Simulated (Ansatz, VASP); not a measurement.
## Te6IBr in VASP and in Ansatz

INCAR

```
SYSTEM = Te6IBr
PREC = Accurate
ENCUT = 520
EDIFF = 1E-7
ISMEAR = 1
SIGMA = 0.0842
LREAL = .False.
LASPH = .True.
NELM = 80
ALGO = Normal
ISIF = 2
LWAVE = .False.
LCHARG = .False.
GGA = PE
NBANDS = 35
```

KPOINTS

```
Automatic mesh
0
Gamma
  4 4 4
  0 0 0
```

POSCAR

```
Te6IBr
1.0
    6.5875800000      0.0000000000      0.0000000000
   -0.7458450000      6.5452210000      0.0000000000
   -0.7458450000     -0.8356660000      6.4916590000
Te I Br
6 1 1
Direct
    0.0778000000      0.8089000000      0.7042000000
    0.7042000000      0.0778000000      0.8089000000
    0.8089000000      0.7042000000      0.0778000000
    0.9222000000      0.1911000000      0.2958000000
    0.2958000000      0.9222000000      0.1911000000
    0.1911000000      0.2958000000      0.9222000000
    0.5000000000      0.5000000000      0.5000000000
    0.0000000000      0.0000000000      0.0000000000
```

Input for Ansatz:

```yaml
crystal:
  lattice:
    - [6.58758, 0.0, 0.0]
    - [-0.745845, 6.545221, 0.0]
    - [-0.745845, -0.835666, 6.491659]
  atoms:
    - { symbol: Te, position: [0.0778, 0.8089, 0.7042] }
    - { symbol: Te, position: [0.7042, 0.0778, 0.8089] }
    - { symbol: Te, position: [0.8089, 0.7042, 0.0778] }
    - { symbol: Te, position: [0.9222, 0.1911, 0.2958] }
    - { symbol: Te, position: [0.2958, 0.9222, 0.1911] }
    - { symbol: Te, position: [0.1911, 0.2958, 0.9222] }
    - { symbol: I, position: [0.5, 0.5, 0.5] }
    - { symbol: Br, position: [0.0, 0.0, 0.0] }
  symmetry: { tolerance: 0.0003 }
kpoints:
  mp_grid: { grid: [4, 4, 4], shift: [0, 0, 0] }
magnetization:
  spin_polarized: false
scf:
  occupations: { method: methfessel_paxton, width: 0.0842 }
  lower_state_search: "off"
  max_iter: 200
hamiltonian:
  pseudopotentials: { kind: paw }
  xc: pbe
basis:
  ecutwfc: 420
  fft_grid_basis: typed
output:
  forces: true
  stress: true
  eigenvalues: true
  bader: true
  populations: true
  elf: true
  write_potential: true
  volumetric_format: npy
  dos:
    e_range: [-12, 8]
    de: 0.05
    projected: { site_lists: { Br: [Br], I: [I], Te: [Te] } }
checkpoint:
  read: saved_state
```

Alike in both runs: task single point; functional PBE; k mesh 4 × 4 × 4; occupations methfessel-paxton of order 1, width 0.0842 eV; no spin polarisation.

|  | VASP | Ansatz |
| --- | --- | --- |
| version | VASP 6.6.1 | Ansatz 0.2.0 |
| potentials or method | VASP PAW PBE potentials, release 64 (Te, I, Br), cutoff 520 eV | PAW plane waves |
| valence electrons in the cell | 50 | 120 |

```csv
,VASP,Ansatz,Ansatz less VASP
pressure (GPa),14.1,14.0,-0.07
"traceless stress, the component that is largest in VASP (GPa)",0.74,0.73,-0.010
rms of the force components (eV/Å),2.846,2.834,-0.0117
```

Atom by atom the forces differ by 0.012 eV/Å (rms over components). VASP's potentials hold 50 valence electrons a cell and Ansatz's 120, so a difference there can come from the potentials and not from the codes. Ansatz's warnings: structure snapped to symmetry.

Spin-orbit coupling is off throughout.
